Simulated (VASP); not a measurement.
Crystal: Co.

```xyz
4
Lattice="0.0000 0.0000 4.0699 2.5074 0.0000 0.0000 0.0000 4.3429 0.0000" Properties=species:S:1:pos:R:3 pbc="T T T"
Co    2.5074    1.4476    1.0175
Co    1.2537    3.6191    1.0175
Co    1.2537    0.7238    3.0524
Co    0.0000    2.8953    3.0524
```

Base run:

| Item | Value |
| --- | --- |
| Program | VASP 6.6.1 |
| Functional | PBE |
| Potentials or basis | VASP PAW PBE potentials, release 64 (Co) |
| Cutoff | 520 eV |
| k mesh | 8 × 12 × 7 |
| Occupations | fermi-dirac, width 0.08 eV |
| Spin | collinear spin, antiferromagnetic start |
| Starting moments | [1.7, -1.7, -1.7, 1.7] μB |

Its results: band gap on the k mesh zero (filled and empty bands overlap); pressure -12.5 GPa; largest force 0.091 eV/Å.

Task: The run is repeated on the same cell with these changes: spin from collinear spin, antiferromagnetic start to no spin polarisation; further incar settings from ALGO = Normal; EDIFF = 1e-07; NBANDS = 30 to ALGO = Normal; EDIFF = 1e-06; NBANDS = 26. What comes out?

Result: Band gap on the k mesh zero (bands 18 and 19 overlap by 0.88 eV); pressure -14.9 GPa; largest force 0.004 eV/Å.

Caveats: the cell stands under tension.
